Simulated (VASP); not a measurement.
Input of a VASP 6.6.1 run:

Contents of POSCAR:

```
SiO2
1.0
    4.9078874806      0.0000000000      0.0000000000
   -2.4539437403      4.2503552371      0.0000000000
    0.0000000000      0.0000000000      5.5410855823
Si O
3 6
Direct
    0.0000000000      0.5000000000      0.3333333333
    0.5000000000      0.5000000000      0.6666666667
    0.5000000000      0.0000000000      0.0000000000
    0.5834989535      0.7917494768      0.8333333333
    0.7917494768      0.5834989535      0.5000000000
    0.7917494768      0.2082505232      0.1666666667
    0.4165010465      0.2082505232      0.8333333333
    0.2082505232      0.4165010465      0.5000000000
    0.2082505232      0.7917494768      0.1666666667
```

Contents of INCAR.step1:

```
SYSTEM = SiO2
ALGO = Normal ; EDIFF = 1E-4
ENCUT = 520 ; GGA = PE
ISMEAR = 0 ; LASPH = .True.
LCHARG = .False. ; LREAL = .False.
LWAVE = .True. ; NBANDS = 34
NELM = 60 ; PREC = Accurate
SIGMA = 0.05
```

File INCAR.step2:

```
SYSTEM = SiO2
ALGO = Normal ; EDIFF = 1E-7
ENCUT = 520 ; ISIF = 2
ISMEAR = 0 ; ISTART = 1
LASPH = .True. ; LCHARG = .True.
LELF = .True. ; LMIXTAU = .True.
LREAL = .False. ; LVHAR = .True.
LWAVE = .False. ; METAGGA = R2SCAN
NBANDS = 34 ; NELM = 60
PREC = Accurate ; SIGMA = 0.05
```

The input KPOINTS:

```
k-points
0
Gamma
  6 6 4
  0 0 0
```

Potentials or basis: VASP PAW PBE potentials, release 64 (Si, O).

Launch:

```sh
$ cat potpaw_PBE.64/Si/POTCAR potpaw_PBE.64/O/POTCAR > POTCAR
$ cp INCAR.step1 INCAR
$ mpirun -np 1 vasp_std > vasp.out
$ cp INCAR.step2 INCAR
$ mpirun -np 1 vasp_std > vasp.out
```

Predict the pressure.

13.1 GPa.

Estimate the band gap on the k mesh.

6.53 eV (least direct gap 6.68 eV).

Stress tensor (GPa, compression positive):
```
13.71  0.00  0.00
 0.00 13.71  0.00
 0.00  0.00 11.89
```

Caveat: the cell differs from its parent crystal (strain -0.030 along x and y, +0.000 along z); the cell stands under pressure; the PAW data sets were made with another functional, which shifts forces and pressure a little. A k mesh can miss the band edges.
